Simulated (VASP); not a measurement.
Set up this calculation in VASP 6.6.1, as the native input.

```
Task                   : single point
Functional             : PBEsol
Potentials or basis    : VASP PAW PBE potentials, release 64 (Cd, S)
Cutoff                 : 520 eV
k mesh                 : 6 × 6 × 4
Occupations            : gaussian, width 0.02 eV
Spin                   : no spin polarisation
Dipole correction      : no
Further INCAR settings : ALGO = Normal; EDIFF = 1e-06; NBANDS = 26
```

The structure of CdS lies in POSCAR:

```
CdS
1.0
    4.1662911592      0.0000000000      0.0000000000
   -2.0831455796      3.6081139834      0.0000000000
    0.0000000000      0.0000000000      6.6439080902
Cd S
2 2
Direct
    0.3333333333      0.6666666667     -0.0021098749
    0.6666666667      0.3333333333      0.4978901251
    0.3333333333      0.6666666667      0.3791098749
    0.6666666667      0.3333333333      0.8791098749
```

This cell differs from its parent crystal: strained cell.

The input as run:

INCAR

```
SYSTEM = CdS
ALGO     = Normal         ! electronic algorithm
EDIFF    = 1E-6           ! SCF threshold, eV
ENCUT    = 520            ! plane-wave cutoff, eV
GGA      = PS             ! functional
ISIF     = 2              ! what is computed and relaxed
ISMEAR   = 0              ! smearing method
LASPH    = .True.         ! aspherical terms in the spheres
LCHARG   = .False.        ! write CHGCAR
LREAL    = .False.        ! projectors in reciprocal space
LWAVE    = .False.        ! write WAVECAR
NBANDS   = 26             ! bands
NELM     = 80             ! most SCF steps
PREC     = Accurate       ! precision mode
SIGMA    = 0.02           ! smearing width, eV
```

KPOINTS

```
k-points
0
Gamma
  6 6 4
  0 0 0
```

Potentials or basis: VASP PAW PBE potentials, release 64 (Cd, S).

Run with:

```bash
$ cat potpaw_PBE.64/Cd/POTCAR potpaw_PBE.64/S/POTCAR > POTCAR
$ mpirun -np 1 vasp_std > vasp.out
```

Results of the run:

```yaml
Pressure: -0.3 GPa
Band_gap_on_the_k_mesh: 1.09 eV
```

Caveat: the cell differs from its parent crystal (strained cell); the PAW data sets were made with another functional, which shifts forces and pressure a little.

Wall time 20 s on 1 thread of Intel(R) Xeon(R) 6975P-C (Granite Rapids), with other jobs on the host, peak memory 0.23 GiB.
